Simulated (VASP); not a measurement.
# Li3ClO: single point with LDA

Li3ClO:

```
Li Cl O
1.0
     3.78612    0.00000    0.00000
     0.00000    3.78612    0.00000
     0.00000    0.00000    4.16473
Li Cl O
3 1 1
Cartesian
  0.0000 1.8931 2.0824
  1.8931 0.0000 2.0824
  1.8931 1.8931 0.0000
  0.0000 0.0000 0.0000
  1.8931 1.8931 2.0824
```

This cell differs from its parent crystal: ratio of the length along z to the lengths across it x 1.1, volume and fractional coordinates fixed.

```yaml
Program: VASP 6.6.1
Task: single point
Functional: LDA
Potentials_or_basis: VASP PAW LDA potentials, release 64 (Li_sv, Cl, O)
Cutoff: 520 eV
k_mesh: 6 × 6 × 6
Occupations: gaussian, width 0.05 eV
Spin: no spin polarisation
Dipole_correction: no
Further_INCAR_settings: ALGO = Normal; EDIFF = 1e-06; NBANDS = 19
```

* Band gap on the k mesh: 4.21 eV (least direct gap 4.30 eV)

Levels at points of the mesh, in eV from the valence-band top:
| k point | band 8 | band 9 | band 10 | band 11 | band 12 | band 13 | band 14 | band 15 |
| --- | --- | --- | --- | --- | --- | --- | --- | --- |
| (0.00, 0.00, 0.00) | -2.78 | -0.64 | -0.64 | -0.39 | 4.54 | 6.71 | 7.14 | 10.95 |
| (0.50, 0.00, 0.00) | -2.13 | -1.14 | -1.12 | -1.03 | 6.14 | 6.30 | 8.35 | 8.70 |
| (0.50, 0.50, 0.00) | -2.25 | -0.85 | -0.09 | -0.09 | 4.21 | 6.72 | 7.20 | 7.20 |
| (0.00, 0.00, 0.50) | -2.27 | -1.22 | -1.22 | -1.07 | 6.46 | 6.63 | 8.37 | 9.34 |
| (0.50, 0.00, 0.50) | -2.01 | -0.99 | -0.03 | 0.00 | 4.81 | 6.51 | 7.87 | 8.23 |
| (0.50, 0.50, 0.50) | -3.34 | -0.74 | -0.73 | -0.73 | 7.54 | 8.49 | 8.70 | 8.70 |

Run time: 24 s on 1 thread of Intel(R) Xeon(R) Platinum 8488C (Sapphire Rapids), with other jobs on the host, peak memory 0.16 GiB.

 A k mesh can miss the band edges.
